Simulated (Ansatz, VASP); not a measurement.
**ZnS: VASP beside Ansatz**

```
CELL_PARAMETERS angstrom
3.84549 0.00000 0.00000
-1.92275 3.33029 0.00000
0.00000 0.00000 6.80976
ATOMIC_POSITIONS crystal
Zn 0.33333 0.66667 0.00522
Zn 0.66667 0.33333 0.50522
S 0.33333 0.66667 0.37978
S 0.66667 0.33333 0.87978
```

Change from the starting cell: strain +0.000 along x and y, +0.080 along z, atoms carried along.

Alike in both runs: task single point; functional PBE; k mesh 12 × 12 × 4; occupations gaussian, width 0.05 eV; no spin polarisation.

|  | VASP | Ansatz |
| --- | --- | --- |
| version | VASP 6.6.1 | Ansatz 0.2.0 |
| potentials or method | VASP PAW PBE potentials, release 64 (Zn, S), cutoff 520 eV | scalar-relativistic, plane waves, PAW |
| valence electrons in the cell | 36 | 36 |

VASP gave:

| Quantity | Value |
| --- | --- |
| gap on the k mesh at the Fermi level (eV) | 1.57 |
| least direct gap on the mesh (eV) | 1.57 |
| pressure (GPa) | -3.9 |
| traceless stress, the component that is largest in VASP (GPa) | -4.50 |
| rms of the force components (eV/Å) | 0.057 |

**Question.** What did Ansatz give for the same quantities?

**Answer.** gap on the k mesh at the Fermi level (eV): 1.57; least direct gap on the mesh (eV): 1.57; pressure (GPa): -4.0; traceless stress, the component that is largest in VASP (GPa): -4.47; rms of the force components (eV/Å): 0.053.

Atom by atom the forces differ by 0.004 eV/Å (rms over components).
